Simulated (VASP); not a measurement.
# Y (I4_1/amd) in VASP: a series of runs, part 3 of 3

VASP 6.6.1. Earlier steps stand in the parts before.

### 5 Single point, PBE (18.16 Å³/atom)

This run uses another cell than the first one, of 18.16 Å³/atom.

INCAR reads:

```
  PREC = Accurate
  ENCUT = 520
  EDIFF = 1E-7
  ISMEAR = -1
  SIGMA = 0.08
  LREAL = False
  LASPH = True
  NELM = 60
  ALGO = Normal
  ISIF = 2
  LWAVE = False
  LCHARG = False
  GGA = PE
  NBANDS = 18
```

KPOINTS reads:

```
Automatic mesh
0
Gamma
  14 14 14
```

POSCAR reads:

```
Y
1.0
   -2.4791271953      2.4791271953      1.4773080739
    2.4791271953     -2.4791271953      1.4773080739
    2.4791271953      2.4791271953     -1.4773080739
Y
2
Direct
   -0.3750000000     -0.1250000000     -0.2500000000
    0.3750000000      0.1250000000      0.2500000000
```

Potentials or basis: VASP PAW PBE potentials, release 64 (Y_sv).

Command:

```sh
cat potpaw_PBE.64/Y_sv/POTCAR > POTCAR
mpirun -np 1 vasp_std > vasp.out
```

OUTCAR:

```text
PREC = Accurate
   ENCUT = 520
   EDIFF = 1E-7
   ISMEAR = -1
   LREAL = False
   LASPH = True
   NELM = 60
   ISIF = 2
   GGA = PE

 ion  position               nearest neighbor table
   1  0.625  0.875  0.750-   2 2.59   2 2.59   2 2.59   2 2.59   2 3.33   2 3.33   2 3.33   2 3.33

   2  0.375  0.125  0.250-   1 2.59   1 2.59   1 2.59   1 2.59   1 3.33   1 3.33   1 3.33   1 3.33

  LATTYP: Found a body centered tetragonal cell.
 ALAT       =     4.9582543906
 C/A-ratio  =     0.5958984584

  Lattice vectors:

 A1 = (  -2.4791271953,   2.4791271953,   1.4773080739)
 A2 = (   2.4791271953,  -2.4791271953,   1.4773080739)
 A3 = (   2.4791271953,   2.4791271953,  -1.4773080739)

Analysis of symmetry for initial positions (statically):
=====================================================================
 Subroutine PRICEL returns:
 Original cell was already a primitive cell.

 Routine SETGRP: Setting up the symmetry group for a
 body centered tetragonal supercell.

 Subroutine GETGRP returns: Found 16 space group operations
 (whereof  4 operations were pure point group operations)
 out of a pool of 16 trial point group operations.

The static configuration has the point symmetry C_2h.
 The point group associated with its full space group is D_4h.

Analysis of symmetry for dynamics (positions and initial velocities):
=====================================================================
 Subroutine PRICEL returns:
 Original cell was already a primitive cell.

 Routine SETGRP: Setting up the symmetry group for a
 body centered tetragonal supercell.

 Subroutine GETGRP returns: Found 16 space group operations
 (whereof  4 operations were pure point group operations)
 out of a pool of 16 trial point group operations.

[... 113 lines left out ...]
   NUPDOWN=      -1.0000    fix difference up-down
   EMIN   =  10.00;   EMAX   =-10.00  energy-range for DOS
   EFERMI =   0.00;   METHOD = LEGACY
   ISMEAR =    -1;   SIGMA  =   0.08  broadening in eV -4-tet -1-fermi 0-gaus
   EFERMI_NEDOS =   21; number of points for ismear=-14 and -15
   IALGO  =     38    algorithm
   IMIX   =      4    mixing-type and parameters
     AMIX     =   0.40;   BMIX     =  1.00
     AMIX_MAG =   1.60;   BMIX_MAG =  1.00
  volume/ion in A,a.u.               =      18.16       122.54
  Fermi-wavevector in a.u.,A,eV,Ry     =   1.385180  2.617610 26.105814  1.918723
  Thomas-Fermi vector in A             =   2.509614
   LORBIT       =      0    0 simple, 1 ext, 2 COOP (PROOUT), +10 PAW based schemes
   GGA     = PE    functional components
   LHFCALC =     F    Hartree Fock is set to
   AEXX    =    0.0000 exact exchange contribution
   IVDW    =     0    specifies the selected vdW correction
   LEPSILON=     F    determine dielectric tensor
   LRPA    =     F    only Hartree local field effects (RPA)
 non-spin polarized calculation
  energy-cutoff  :      520.00
  volume of cell :       36.32
 maximum number of plane-waves:       994
   NGX = 15   NGY = 15   NGZ = 15

 number of electron      22.0000002 magnetization

 Free energy of the ion-electron system (eV)
  ---------------------------------------------------
  ext. energy  EPLUGINS =         0.00000000
  ---------------------------------------------------
  free energy    TOTEN  =        -8.92841450 eV

  energy without entropy =       -8.89401204  energy(sigma->0) =       -8.91121327

 E-fermi :   6.4557     XC(G=0): -12.0134

 val. band max:        6.4468437059   @ k =  -0.4286   0.1429   0.0714
 cond. band min:       6.4566213263   @ k =  -0.4286   0.4286   0.2143
 fundamental gap:      0.0097776203
 Fermi energy:         6.4557090541

 k-point     1 :       0.0000    0.0000    0.0000
  band No.  band energies     occupation
      1     -36.2057      2.00000
      2     -34.6848      2.00000
      3     -17.2252      2.00000
      4     -17.2252      2.00000
      5     -14.6341      2.00000
      6     -14.5634      2.00000
[... 481 lines left out ...]
      5     -16.2253      2.00000
      6     -15.8347      2.00000
[... 10 lines left out ...]
     17      13.3788      0.00000
     18      14.6954      0.00000

 [... further k-points ...]

------------------------ aborting loop because EDIFF is reached ----------------------------------------

  FORCE on cell =-STRESS in cart. coord.  units (eV):
  Direction    XX          YY          ZZ          XY          YZ          ZX
  --------------------------------------------------------------------------------------
  -------------------------------------------------------------------------------------
  Total       11.9314592     11.9314592     11.7655038     -0.0000000      0.0000000      0.0000000
  in kB      526.3510112    526.3510112    519.0299643     -0.0000000      0.0000000      0.0000000
  external PRESSURE =     523.9106622 kB  Pullay stress =       0.0000000 kB

 VOLUME and BASIS-vectors are now :
 -----------------------------------------------------------------------------
  energy-cutoff  :      520.00
  volume of cell :       36.32
      direct lattice vectors                 reciprocal lattice vectors
    -2.479127195  2.479127195  1.477308074     0.000000000  0.201683883  0.338453440
     2.479127195 -2.479127195  1.477308074     0.201683883  0.000000000  0.338453440
     2.479127195  2.479127195 -1.477308074     0.201683883  0.201683883  0.000000000

 POSITION                                       TOTAL-FORCE (eV/Angst)
 -----------------------------------------------------------------------------------
      2.47913      1.23956      1.10798        -0.000000      0.000000     -0.000000
      0.00000      1.23956      0.36933         0.000000     -0.000000      0.000000
 -----------------------------------------------------------------------------------
    total drift:                                0.000000      0.000000     -0.000000

  FREE ENERGIE OF THE ION-ELECTRON SYSTEM (eV)
  ---------------------------------------------------
  free  energy   TOTEN  =        -8.9284144981 eV

  energy  without entropy=       -8.8940120442  energy(sigma->0) =       -8.91121327
```

Run time: 3.6 min. Hardware: 1 thread of Oxide Virtual Turin-like, shared host; peak memory 0.25 GiB.

Results:

| Item | Value |
| --- | --- |
| Free energy | -8.9284 eV |
| Pressure | 52.4 GPa |
| Band gap on the k mesh | zero (bands 11 and 12 overlap by 2.69 eV) |

Levels at points of the mesh, in eV from the Fermi level:
```csv
k point,band 9,band 10,band 11,band 12,band 13,band 14
"(0.00, 0.00, 0.00)",-4.52,-4.27,-0.69,-0.20,1.24,3.72
"(0.50, 0.00, 0.00)",-2.88,-2.45,-0.63,1.01,2.45,3.78
"(0.50, 0.50, 0.00)",-2.09,-2.09,0.11,0.11,2.39,2.39
"(0.50, 0.50, 0.50)",-1.71,-1.71,1.56,1.56,2.61,2.61
```

Caveat: the cell stands under pressure.

### 6 Single point, PBE

This run uses another cell than the first one, of 21.46 Å³/atom.

INCAR reads:

```
PREC = Accurate ; ENCUT = 520
EDIFF = 1E-7 ; ISMEAR = -1
SIGMA = 0.08 ; LREAL = False
LASPH = True ; NELM = 80
ALGO = Normal ; ISIF = 2
LWAVE = False ; LCHARG = False
GGA = PE ; NBANDS = 18
```

KPOINTS is that of step 5.

POSCAR reads:

```
Y
1.0
   -2.6414935682      2.6414935682      1.5378721861
    2.6414935682     -2.6414935682      1.5378721861
    2.6414935682      2.6414935682     -1.5378721861
Y
2
Direct
   -0.3750000000     -0.1250000000     -0.2500000000
    0.3750000000      0.1250000000      0.2500000000
```

Potentials or basis: VASP PAW PBE potentials, release 64 (Y_sv).

Command:

```sh
cat potpaw_PBE.64/Y_sv/POTCAR > POTCAR
mpirun -np 1 vasp_std > vasp.out
```

Wall time 4.7 min (1 thread of Oxide Virtual Turin-like, shared host); peak memory 0.28 GiB.

Results (log left out):

| Property | Result |
| --- | --- |
| Free energy | -10.5327 eV |
| Pressure | 28.0 GPa |
| Band gap on the k mesh | zero (bands 11 and 12 overlap by 2.30 eV) |

Stress tensor (GPa, compression positive):
```
28.06  0.00  0.00
 0.00 28.06  0.00
 0.00  0.00 27.75
```

Levels at points of the mesh, in eV from the Fermi level:
```tsv
k point	band 8	band 9	band 10	band 11	band 12	band 13	band 14	band 15
(0.00, 0.00, 0.00)	-21.16	-4.74	-3.38	-0.50	-0.08	1.13	3.74	3.74
(0.50, 0.00, 0.00)	-21.10	-2.32	-2.16	-0.54	0.72	2.32	2.65	3.12
(0.50, 0.50, 0.00)	-21.25	-2.05	-2.05	0.07	0.07	1.98	1.98	3.56
(0.50, 0.50, 0.50)	-20.86	-1.69	-1.69	1.22	1.22	1.84	1.84	4.17
```

Caveat: the cell stands under pressure.

### 7 Summary

| cell | gap on the mesh (eV) | pressure (GPa) |
| --- | --- | --- |
| a = 3.552 Å, angles 98.8, 98.8, 133.9°, 2 atoms | none | 102.7 |
| a = 3.805 Å, angles 98.7, 98.7, 134.3°, 2 atoms | none | 52.4 |
| a = 4.040 Å, angles 98.3, 98.3, 135.2°, 2 atoms | none | 28.0 |

Alike in all rows: task single point; level PBE; potentials or basis VASP PAW PBE potentials, release 64 (Y_sv); no spin polarisation; k mesh 14 × 14 × 14; cutoff (eV) 520; smearing fermi-dirac 0.08 eV.

Caveats: the cell stands under pressure.

Total energies depend on the potentials used, so only differences within one code and one set of settings carry meaning.
